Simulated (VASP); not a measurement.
Here is a VASP 6.6.1 calculation.

INCAR

```
SYSTEM = PbS
  PREC = Accurate
  ENCUT = 520
  EDIFF = 1E-7
  ISMEAR = -1
  SIGMA = 0.05
  LREAL = .FALSE.
  LASPH = .TRUE.
  NELM = 80
  ALGO = Normal
  ISIF = 2
  LWAVE = .FALSE.
  LCHARG = .FALSE.
  GGA = PE
  NBANDS = 17
```

File KPOINTS:

```
Automatic mesh
0
G
  13 13 13
  0 0 0
```

File POSCAR:

```
PbS
1.0
    0.0000000000      3.0042426297      3.0042426297
    3.0042426297      0.0000000000      3.0042426297
    3.0042426297      3.0042426297      0.0000000000
Pb S
1 1
Direct
    0.0000000000      0.0000000000      0.0000000000
    0.5000000000      0.5000000000      0.5000000000
```

Potentials or basis: VASP PAW PBE potentials, release 64 (Pb_d, S).

Run with:

```console
$ cat potpaw_PBE.64/Pb_d/POTCAR potpaw_PBE.64/S/POTCAR > POTCAR
$ mpirun -np 1 vasp_std > vasp.out
```

Question: Predict the pressure.

Answer: -0.1 GPa.
